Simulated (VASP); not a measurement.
A run of VASP 6.6.1 is set up as follows.

The input INCAR:

```
PREC = Accurate
ENCUT = 520
EDIFF = 1E-7
ISMEAR = 0
SIGMA = 0.02
LREAL = False
LASPH = True
NELM = 60
ALGO = Normal
ISIF = 2
LWAVE = False
LCHARG = True
GGA = CA
LELF = True
LVHAR = True
NBANDS = 21
```

Contents of KPOINTS:

```
Automatic mesh
0
Gamma
  8 8 6
```

Contents of POSCAR:

```
AlGaN2
1.0
    3.1775921964      0.0000000000      0.0000000000
    0.0000000000      3.1775921964      0.0000000000
    0.0000000000      0.0000000000      4.2823875702
Al Ga N
1 1 2
Direct
    0.5000000000      0.5000000000      0.5000000000
    0.0000000000      0.0000000000      0.0000000000
    0.5000000000      0.0000000000      0.7393702606
    0.0000000000      0.5000000000      0.2606297394
```

Potentials or basis: VASP PAW LDA potentials, release 64 (Al, Ga_d, N).

Launch:

```sh
$ cat potpaw_LDA.64/Al/POTCAR potpaw_LDA.64/Ga_d/POTCAR potpaw_LDA.64/N/POTCAR > POTCAR
$ mpirun -np 1 vasp_std > vasp.out
```

(1) Estimate the band gap on the k mesh.

(2) Estimate the largest force.

Results:

(1) 2.99 eV, direct.

(2) 0.028 eV/Å.
